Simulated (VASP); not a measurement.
Here is a VASP 6.6.1 calculation.

File POSCAR:

```
EuGeTe
1.0
    4.1382454800      0.0000000000      0.0000000000
    0.0000000000      4.1382454800      0.0000000000
    0.0000000000      0.0000000000      9.0891697300
Eu Te Ge
2 2 2
Direct
    0.0000000000      0.5000000000      0.2410000000
    0.5000000000      0.0000000000      0.7590000000
    0.0000000000      0.5000000000      0.6200000000
    0.5000000000      0.0000000000      0.3800000000
    0.0000000000      0.0000000000      0.0000000000
    0.5000000000      0.5000000000      0.0000000000
```

INCAR.step1

```
SYSTEM = EuGeTe
PREC     = Accurate       ! precision mode
ENCUT    = 520            ! plane-wave cutoff, eV
EDIFF    = 1E-7           ! SCF threshold, eV
ISMEAR   = -1             ! smearing method
SIGMA    = 0.0614         ! smearing width, eV
LREAL    = .FALSE.        ! projectors in reciprocal space
LASPH    = .TRUE.         ! aspherical terms in the spheres
NELM     = 150            ! most SCF steps
ALGO     = Normal         ! electronic algorithm
ISIF     = 2              ! what is computed and relaxed
LWAVE    = .FALSE.        ! write WAVECAR
LCHARG   = .TRUE.         ! write CHGCAR
ISPIN    = 2              ! spin polarisation
MAGMOM   = 7 -7 0 0 0 0   ! initial moments
LMAXMIX  = 6              ! l up to which the mixer works
GGA      = PE             ! functional
NBANDS   = 50             ! bands
```

The input KPOINTS.step1:

```
Automatic mesh
0
Gamma
  4 4 2
  0.5 0.5 0.5
```

File INCAR.step2:

```
SYSTEM = EuGeTe
PREC     = Accurate       ! precision mode
ENCUT    = 520            ! plane-wave cutoff, eV
EDIFF    = 1E-7           ! SCF threshold, eV
ISMEAR   = -5             ! smearing method
SIGMA    = 0.0614         ! smearing width, eV
LREAL    = .FALSE.        ! projectors in reciprocal space
LASPH    = .TRUE.         ! aspherical terms in the spheres
NELM     = 150            ! most SCF steps
ALGO     = Normal         ! electronic algorithm
ISIF     = 2              ! what is computed and relaxed
LWAVE    = .FALSE.        ! write WAVECAR
LCHARG   = .FALSE.        ! write CHGCAR
ISPIN    = 2              ! spin polarisation
MAGMOM   = 7 -7 0 0 0 0   ! initial moments
LORBIT   = 11             ! projections on sites
LMAXMIX  = 6              ! l up to which the mixer works
GGA      = PE             ! functional
NEDOS    = 1001           ! points of the DOS
ICHARG   = 11             ! starting density
```

The input KPOINTS.step2:

```
regular mesh
0
G
  6 6 3
  0 0 0
```

Potentials or basis: VASP PAW PBE potentials, release 64 (Eu, Te, Ge_d).

Command:

```bash
$ cat potpaw_PBE.64/Eu/POTCAR potpaw_PBE.64/Te/POTCAR potpaw_PBE.64/Ge_d/POTCAR > POTCAR
$ cp INCAR.step1 INCAR
$ cp KPOINTS.step1 KPOINTS
$ mpirun -np 1 vasp_std > vasp.out
$ cp INCAR.step2 INCAR
$ cp KPOINTS.step2 KPOINTS
$ mpirun -np 1 vasp_std > vasp.out
```

Question: What does it give for the site moments?

Answer: Eu +6.39, -6.39; Te +0.07, -0.07; Ge +0.00 μB.

Question: Estimate the net moment.

Answer: 0.00 μB per cell.

Caveat: the k points lie up to 0.38 Å⁻¹ apart; the antiferromagnetic order is the one typed at the start, and another may lie lower. The state reached can hang on the start; a lower one may exist.
